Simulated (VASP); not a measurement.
# Bi2Se3 (R-3m) in VASP: a series of runs

The runs below take Bi2Se3 through single point, with PBE, LDA, BLYP.

Program: VASP 6.6.1. These are calculated values, not measurements. Logs are shortened: lines on timing, memory, paths and dates and some standing lists are left out, and cuts for length are marked.

## 1. The cell of the first run

It takes space group R-3m (No. 166, trigonal). The conventional cell has a = 4.143 Å, b = 4.143 Å, c = 28.636 Å, α = 90.00°, β = 90.00°, γ = 120.00°. Within 3.8 Å of Bi (site symmetry 3m) lie 6 Se at 2.85 to 3.07 Å. Se (site symmetry 3m) has 3 Bi at 2.85 Å and 3 Se at 3.52 Å within 3.8 Å. Within 4.3 Å of Se (site symmetry -3m) lie 6 Bi at 3.07 Å and 12 Se at 4.14 to 4.23 Å.

## 2. Single point, PBE

The input, INCAR:

```
ALGO = Normal
EDIFF = 1E-6
ENCUT = 520
GGA = PE
ISIF = 2
ISMEAR = 0
LASPH = True
LCHARG = False
LREAL = False
LWAVE = False
NBANDS = 32
NELM = 80
PREC = Accurate
SIGMA = 0.014
```

The input, KPOINTS:

```
k-points
0
Gamma
  8 8 8
```

The input, POSCAR:

```
Bi2Se3
1.0
    2.0715000000      1.1959810826      9.5453333333
   -2.0715000000      1.1959810826      9.5453333333
    0.0000000000     -2.3919621653      9.5453333333
Bi Se
2 3
Direct
    0.5992000000      0.5992000000      0.5992000000
    0.4008000000      0.4008000000      0.4008000000
    0.7883000000      0.7883000000      0.7883000000
    0.2117000000      0.2117000000      0.2117000000
    0.0000000000      0.0000000000      0.0000000000
```

Potentials or basis: VASP PAW PBE potentials, release 64 (Bi_d, Se).

Run with:

```console
cat potpaw_PBE.64/Bi_d/POTCAR potpaw_PBE.64/Se/POTCAR > POTCAR
mpirun -np 1 vasp_std > vasp.out
```

OUTCAR:

```text
EDIFF = 1E-6
   ENCUT = 520
   GGA = PE
   ISIF = 2
   ISMEAR = 0
   LASPH = True
   LREAL = False
   NELM = 80
   PREC = Accurate

 ion  position               nearest neighbor table
   1  0.599  0.599  0.599-   4 2.85   4 2.85   4 2.85   5 3.07   5 3.07   5 3.07
   2  0.401  0.401  0.401-   3 2.85   3 2.85   3 2.85   5 3.07   5 3.07   5 3.07
   3  0.788  0.788  0.788-   2 2.85   2 2.85   2 2.85
   4  0.212  0.212  0.212-   1 2.85   1 2.85   1 2.85
   5  0.000  0.000  0.000-   1 3.07   1 3.07   2 3.07   2 3.07   1 3.07   2 3.07

  LATTYP: Found a trigonal (rhomboedric) cell.
 ALAT       =     9.8404710987
 COS(alpha) =     0.9113725833

  Lattice vectors:

 A1 = (   2.0715000000,   1.1959810826,   9.5453333333)
 A2 = (  -2.0715000000,   1.1959810826,   9.5453333333)
 A3 = (   0.0000000000,  -2.3919621653,   9.5453333333)

Analysis of symmetry for initial positions (statically):
=====================================================================
 Subroutine PRICEL returns:
 Original cell was already a primitive cell.

 Routine SETGRP: Setting up the symmetry group for a
 trigonal (rhombohedral) supercell.

 Subroutine GETGRP returns: Found 12 space group operations
 (whereof 12 operations were pure point group operations)
 out of a pool of 12 trial point group operations.

The static configuration has the point symmetry D_3d.

Analysis of symmetry for dynamics (positions and initial velocities):
=====================================================================
 Subroutine PRICEL returns:
 Original cell was already a primitive cell.

 Routine SETGRP: Setting up the symmetry group for a
 trigonal (rhombohedral) supercell.

 Subroutine GETGRP returns: Found 12 space group operations
 (whereof 12 operations were pure point group operations)
 out of a pool of 12 trial point group operations.

The dynamic configuration has the point symmetry D_3d.

 Subroutine INISYM returns: Found 12 space group operations
 (whereof 12 operations are pure point group operations),
 and found     1 'primitive' translations

----------------------------------------------------------------------------------------

                                     Primitive cell

  volume of cell :     141.8899

  direct lattice vectors                    reciprocal lattice vectors
     2.071500000  1.195981083  9.545333333     0.241370987  0.139355604  0.034921078
    -2.071500000  1.195981083  9.545333333    -0.241370987  0.139355604  0.034921078
     0.000000000 -2.391962165  9.545333333     0.000000000 -0.278711209  0.034921078

  length of vectors
     9.840471099  9.840471099  9.840471099     0.280890405  0.280890405  0.280890405

  position of ions in fractional coordinates (direct lattice)
     0.599200000  0.599200000  0.599200000
     0.400800000  0.400800000  0.400800000
     0.788300000  0.788300000  0.788300000
     0.211700000  0.211700000  0.211700000
     0.000000000  0.000000000  0.000000000

  ion indices of the primitive-cell ions
   primitive index   ion index
                 1           1
                 2           2
                 3           3
                 4           4
                 5           5

----------------------------------------------------------------------------------------

 KPOINTS: k-points

Automatic generation of k-mesh.
 Grid dimensions read from file:
 generate k-points for:    8    8    8

 Generating k-lattice:

  Cartesian coordinates                     Fractional coordinates (reciprocal lattice)
     0.030171373  0.017419451  0.004365135     0.125000000 -0.000000000  0.000000000
    -0.030171373  0.017419451  0.004365135    -0.000000000  0.125000000  0.000000000
     0.000000000 -0.034838901  0.004365135     0.000000000  0.000000000  0.125000000

  Length of vectors
     0.035111301  0.035111301  0.035111301

  Shift w.r.t. Gamma in fractional coordinates (k-lattice)
     0.000000000  0.000000000  0.000000000

 Subroutine IBZKPT returns following result:
 ===========================================

 Found     65 irreducible k-points:

 Following reciprocal coordinates:
            Coordinates               Weight
  0.000000  0.000000  0.000000      1.000000
  0.125000  0.000000 -0.000000      6.000000
  0.250000  0.000000 -0.000000      6.000000
  0.375000 -0.000000 -0.000000      6.000000
  0.500000  0.000000 -0.000000      3.000000
  0.125000  0.125000 -0.000000      6.000000
[... 16 lines left out ...]
  0.250000  0.125000  0.125000      6.000000
  0.375000  0.125000  0.125000      6.000000
 [... further k-points ...]
   k-points           NKPTS =     65   k-points in BZ     NKDIM =     65   number of bands    NBANDS=     32
   number of dos      NEDOS =    301   number of ions     NIONS =      5
   total plane-waves  NPLWV = 512000
   dimension x,y,z NGX =    80 NGY =   80 NGZ =   80
   dimension x,y,z NGXF=   160 NGYF=  160 NGZF=  160
   ions per type =               2   3
   NGX,Y,Z   is equivalent  to a cutoff of  13.52, 13.52, 13.52 a.u.
   NGXF,Y,Z  is equivalent  to a cutoff of  27.03, 27.03, 27.03 a.u.
 SYSTEM =  unknown system
   PREC   = accura    normal or accurate (medium, high low for compatibility)
   ISTART =      0    job   : 0-new  1-cont  2-samecut
   ICHARG =      2    charge: 1-file 2-atom 10-const
   ISPIN  =      1    spin polarized calculation?
   LNONCOLLINEAR =      F non collinear calculations
   LSORBIT =      F    spin-orbit coupling
   LASPH  =      T    aspherical Exc in radial PAW
   ENCUT  =  520.0 eV  38.22 Ry    6.18 a.u.  18.30 18.30 18.30*2*pi/ulx,y,z
   NELM   =     80;   NELMIN=  2; NELMDL= -5     # of ELM steps
   EDIFF  = 0.1E-05   stopping-criterion for ELM
   LREAL  =      F    real-space projection
   EDIFFG = 0.1E-04   stopping-criterion for IOM
   NSW    =      0    number of steps for IOM
   IBRION =     -1    ionic relax: 0-MD 1-quasi-New 2-CG
   NFREE  =      0    steps in history (QN), initial steepest desc. (CG)
   ISIF   =      2    stress and relaxation
   ISYM   =      2    0-nonsym 1-usesym 2-fastsym
   POTIM  = 0.5000    time-step for ionic-motion
   TEBEG  =    0.0;   TEEND  =   0.0 temperature during run
   PSTRESS=    0.0 pullay stress
   NELECT =      48.0000    total number of electrons
   NUPDOWN=      -1.0000    fix difference up-down
   EMIN   =  10.00;   EMAX   =-10.00  energy-range for DOS
   EFERMI =   0.00;   METHOD = LEGACY
   ISMEAR =     0;   SIGMA  =   0.01  broadening in eV -4-tet -1-fermi 0-gaus
   EFERMI_NEDOS =   21; number of points for ismear=-14 and -15
   IALGO  =     38    algorithm
   IMIX   =      4    mixing-type and parameters
     AMIX     =   0.40;   BMIX     =  1.00
     AMIX_MAG =   1.60;   BMIX_MAG =  1.00
  volume/ion in A,a.u.               =      28.38       191.50
  Fermi-wavevector in a.u.,A,eV,Ry     =   1.140700  2.155610 17.703848  1.301196
  Thomas-Fermi vector in A             =   2.277401
   LORBIT       =      0    0 simple, 1 ext, 2 COOP (PROOUT), +10 PAW based schemes
   GGA     = PE    functional components
   LHFCALC =     F    Hartree Fock is set to
   AEXX    =    0.0000 exact exchange contribution
   IVDW    =     0    specifies the selected vdW correction
   LEPSILON=     F    determine dielectric tensor
   LRPA    =     F    only Hartree local field effects (RPA)
 non-spin polarized calculation
 Gauss-broadening in eV      SIGMA  =   0.01
  energy-cutoff  :      520.00
  volume of cell :      141.89
 maximum number of plane-waves:      3857
 NGX is ok and might be reduce to    80
   NGX = 37   NGY = 37   NGZ = 37

 number of electron      47.9999997 magnetization

 Free energy of the ion-electron system (eV)
  ---------------------------------------------------
  ext. energy  EPLUGINS =         0.00000000
  ---------------------------------------------------
  free energy    TOTEN  =       -20.15503592 eV

  energy without entropy =      -20.15503592  energy(sigma->0) =      -20.15503592

 E-fermi :   5.0886     XC(G=0):  -9.4969

 val. band max:        4.9706463140   @ k =   0.0000   0.0000   0.0000
 cond. band min:       5.1836136945   @ k =   0.0000   0.0000   0.0000
 fundamental gap:      0.2129673805
 Fermi energy:         5.0885534066

 k-point     1 :       0.0000    0.0000    0.0000
  band No.  band energies     occupation
      1     -18.1606      2.00000
      2     -18.1606      2.00000
      3     -18.1588      2.00000
      4     -18.1588      2.00000
      5     -18.1531      2.00000
      6     -18.1506      2.00000
[... 24 lines left out ...]
     31      10.8003      0.00000
     32      11.9727      0.00000

 k-point     2 :       0.1250    0.0000   -0.0000
  band No.  band energies     occupation
      1     -18.1628      2.00000
      2     -18.1606      2.00000
      3     -18.1569      2.00000
      4     -18.1552      2.00000
      5     -18.1508      2.00000
      6     -18.1483      2.00000
[... 24 lines left out ...]
     31      10.4385      0.00000
     32      11.0255      0.00000

 k-point     3 :       0.2500    0.0000   -0.0000
  band No.  band energies     occupation
      1     -18.1694      2.00000
      2     -18.1662      2.00000
      3     -18.1501      2.00000
      4     -18.1498      2.00000
      5     -18.1479      2.00000
      6     -18.1456      2.00000
[... 24 lines left out ...]
     31       9.5566      0.00000
     32      11.2053      0.00000

 k-point     4 :       0.3750   -0.0000   -0.0000
  band No.  band energies     occupation
      1     -18.1772      2.00000
      2     -18.1726      2.00000
      3     -18.1539      2.00000
      4     -18.1491      2.00000
      5     -18.1483      2.00000
      6     -18.1444      2.00000
[... 24 lines left out ...]
     31       9.4540      0.00000
     32      11.3065      0.00000

 k-point     5 :       0.5000    0.0000   -0.0000
  band No.  band energies     occupation
      1     -18.1805      2.00000
      2     -18.1754      2.00000
      3     -18.1554      2.00000
      4     -18.1505      2.00000
      5     -18.1487      2.00000
      6     -18.1440      2.00000
[... 584 lines left out ...]
     31      10.2497      0.00000
     32      11.8042      0.00000

 k-point    22 :       0.1250    0.1250    0.1250
  band No.  band energies     occupation
      1     -18.1606      2.00000
      2     -18.1606      2.00000
      3     -18.1588      2.00000
      4     -18.1588      2.00000
      5     -18.1531      2.00000
      6     -18.1506      2.00000
[... 24 lines left out ...]
     31      10.8027      0.00000
     32      11.7769      0.00000

 k-point    23 :       0.2500    0.1250    0.1250
  band No.  band energies     occupation
      1     -18.1628      2.00000
      2     -18.1607      2.00000
      3     -18.1569      2.00000
      4     -18.1552      2.00000
      5     -18.1507      2.00000
      6     -18.1484      2.00000
[... 24 lines left out ...]
     31      10.3993      0.00000
     32      11.2104      0.00000

 k-point    24 :       0.3750    0.1250    0.1250
  band No.  band energies     occupation
      1     -18.1694      2.00000
      2     -18.1662      2.00000
      3     -18.1501      2.00000
      4     -18.1497      2.00000
      5     -18.1479      2.00000
      6     -18.1456      2.00000
[... 24 lines left out ...]
     31       9.6336      0.00000
     32      11.2809      0.00000

 [... further k-points ...]

------------------------ aborting loop because EDIFF is reached ----------------------------------------

  FORCE on cell =-STRESS in cart. coord.  units (eV):
  Direction    XX          YY          ZZ          XY          YZ          ZX
  --------------------------------------------------------------------------------------
  -------------------------------------------------------------------------------------
  Total        2.2699211      2.2699211      2.2928837      0.0000000     -0.0000000      0.0000000
  in kB       25.6312478     25.6312478     25.8905344      0.0000000     -0.0000000      0.0000000
  external PRESSURE =      25.7176766 kB  Pullay stress =       0.0000000 kB

 VOLUME and BASIS-vectors are now :
 -----------------------------------------------------------------------------
  energy-cutoff  :      520.00
  volume of cell :      141.89
      direct lattice vectors                 reciprocal lattice vectors
     2.071500000  1.195981083  9.545333333     0.241370987  0.139355604  0.034921078
    -2.071500000  1.195981083  9.545333333    -0.241370987  0.139355604  0.034921078
     0.000000000 -2.391962165  9.545333333     0.000000000 -0.278711209  0.034921078

 POSITION                                       TOTAL-FORCE (eV/Angst)
 -----------------------------------------------------------------------------------
      0.00000     -0.00000     17.15869         0.000000     -0.000000      0.168479
      0.00000     -0.00000     11.47731         0.000000      0.000000     -0.168479
      0.00000     -0.00000     22.57376         0.000000     -0.000000      0.171292
      0.00000     -0.00000      6.06224         0.000000      0.000000     -0.171292
      0.00000      0.00000      0.00000         0.000000      0.000000     -0.000000
 -----------------------------------------------------------------------------------
    total drift:                                0.000000      0.000000     -0.000000

  FREE ENERGIE OF THE ION-ELECTRON SYSTEM (eV)
  ---------------------------------------------------
  free  energy   TOTEN  =       -20.1550359175 eV

  energy  without entropy=      -20.1550359175  energy(sigma->0) =      -20.15503592
```

Run time: 49 min. Hardware: 1 thread of Intel Xeon 8259CL, shared host; peak memory 1 GiB.

Results:

```
Free energy            : -20.1550 eV
Pressure               : 2.6 GPa
Largest force          : 0.171 eV/Å
Band gap on the k mesh : 0.21 eV
```

Forces on the atoms (eV/Å):
```
Bi   0.000  0.000  0.168
Bi   0.000  0.000 -0.168
Se   0.000  0.000  0.171
Se   0.000  0.000 -0.171
Se   0.000  0.000  0.000
```

Caveat: spin-orbit coupling is left out, which moves the levels of the heavy elements. A k mesh can miss the band edges.

## 3. Single point, LDA

This run uses another cell than the first one, of 27.24 Å³/atom.

The input, INCAR:

```
PREC     = Accurate       # precision mode
ENCUT    = 520            # plane-wave cutoff, eV
EDIFF    = 1E-7           # SCF threshold, eV
ISMEAR   = -1             # smearing method
SIGMA    = 0.05           # smearing width, eV
LREAL    = False          # projectors in reciprocal space
LASPH    = True           # aspherical terms in the spheres
NELM     = 80             # most SCF steps
ALGO     = Normal         # electronic algorithm
ISIF     = 2              # what is computed and relaxed
LWAVE    = False          # write WAVECAR
LCHARG   = True           # write CHGCAR
LELF     = True           # ELF
LVHAR    = True         
NBANDS   = 32             # bands
```

The input, KPOINTS:

```
regular mesh
0
Gamma
  8 8 8
```

Changes to POSCAR since step 2:

```diff
@@ -2,5 +2,5 @@
 1.0
-    2.0715000000      1.1959810826      9.5453333333
-   -2.0715000000      1.1959810826      9.5453333333
-    0.0000000000     -2.3919621653      9.5453333333
+    2.0435033248      1.1798171946      9.4163265280
+   -2.0435033248      1.1798171946      9.4163265280
+    0.0000000000     -2.3596343894      9.4163265280
 Bi Se
```

Potentials or basis: VASP PAW LDA potentials, release 64 (Bi_d, Se).

Run with:

```console
cat potpaw_LDA.64/Bi_d/POTCAR potpaw_LDA.64/Se/POTCAR > POTCAR
mpirun -np 1 vasp_std > vasp.out
```

Wall time 9.5 min (1 thread of AMD EPYC 9R45 (Zen 5), shared host); peak memory 0.65 GiB.

Results (log left out):

* Free energy: -23.4082 eV
* Pressure: 1.1 GPa
* Largest force: 0.349 eV/Å
* Band gap on the k mesh: 0.06 eV

Forces in eV/Å, atoms in the order of the input:
```
Bi   0.000  0.000  0.263
Bi   0.000  0.000 -0.263
Se   0.000  0.000  0.349
Se   0.000  0.000 -0.349
Se   0.000  0.000  0.000
```

Stress tensor (GPa, compression positive):
```
1.13 0.00 0.00
0.00 1.13 0.00
0.00 0.00 0.94
```

Levels at points of the mesh, in eV from the valence-band top:
```tsv
k point	band 22	band 23	band 24	band 25	band 26	band 27
(0.00, 0.00, 0.00)	-1.32	-1.32	0.00	0.06	1.27	1.27
(0.50, 0.00, 0.00)	-2.34	-1.35	-0.60	0.68	1.83	2.83
(0.50, 0.50, 0.00)	-2.04	-1.79	-1.08	1.20	1.83	2.57
(0.50, 0.50, 0.50)	-1.51	-1.51	-0.51	0.51	1.61	1.61
```

Caveat: spin-orbit coupling is left out, which moves the levels of the heavy elements. A k mesh can miss the band edges.

## 4. Single point, BLYP

This run uses another cell than the first one, of 27.81 Å³/atom.

The input, INCAR:

```
PREC = Accurate
ENCUT = 520
EDIFF = 1E-7
ISMEAR = -1
SIGMA = 0.05
LREAL = F
LASPH = T
NELM = 80
ALGO = Normal
ISIF = 2
LWAVE = F
LCHARG = T
GGA = B5
ALDAX = 1.0
AGGAX = 1.0
AGGAC = 1.0
ALDAC = 0.0
LELF = T
LVHAR = T
NBANDS = 32
```

The input, KPOINTS:

```
Automatic mesh
0
Gamma
  8 8 8
```

Changes to POSCAR since step 3:

```diff
@@ -2,5 +2,5 @@
 1.0
-    2.0435033248      1.1798171946      9.4163265280
-   -2.0435033248      1.1798171946      9.4163265280
-    0.0000000000     -2.3596343894      9.4163265280
+    2.0575968965      1.1879541221      9.4812687632
+   -2.0575968965      1.1879541221      9.4812687632
+    0.0000000000     -2.3759082442      9.4812687632
 Bi Se
```

Potentials or basis: VASP PAW PBE potentials, release 64 (Bi_d, Se).

Run with:

```console
cat potpaw_PBE.64/Bi_d/POTCAR potpaw_PBE.64/Se/POTCAR > POTCAR
mpirun -np 1 vasp_std > vasp.out
```

Run time: 18 min. Hardware: 1 thread of AMD EPYC 9R45 (Zen 5), shared host; peak memory 1 GiB.

The run converged. Its results:

- Free energy: -16.9715 eV
- Pressure: 8.1 GPa
- Largest force: 0.509 eV/Å
- Band gap on the k mesh: 0.25 eV

Forces in eV/Å, atoms in the order of the input:
```
Bi   0.000  0.000  0.208
Bi   0.000  0.000 -0.208
Se   0.000  0.000  0.509
Se   0.000  0.000 -0.509
Se   0.000  0.000  0.000
```

Stress tensor (GPa, compression positive):
```
8.28 0.00 0.00
0.00 8.28 0.00
0.00 0.00 7.87
```

Levels at points of the mesh, in eV from the valence-band top:
```tsv
k point	band 21	band 22	band 23	band 24	band 25	band 26	band 27	band 28
(0.00, 0.00, 0.00)	-1.95	-1.27	-1.27	0.00	0.25	1.34	1.34	2.12
(0.50, 0.00, 0.00)	-3.08	-2.21	-1.30	-0.57	0.85	1.88	2.99	3.16
(0.50, 0.50, 0.00)	-1.94	-1.93	-1.72	-1.03	1.36	1.95	2.57	2.99
(0.50, 0.50, 0.50)	-1.56	-1.45	-1.45	-0.45	0.64	1.65	1.65	2.07
```

Caveat: the cell stands under pressure; the PAW data sets were made with another functional, which shifts forces and pressure a little; spin-orbit coupling is left out, which moves the levels of the heavy elements. A k mesh can miss the band edges.

[end of part 1 of 2]
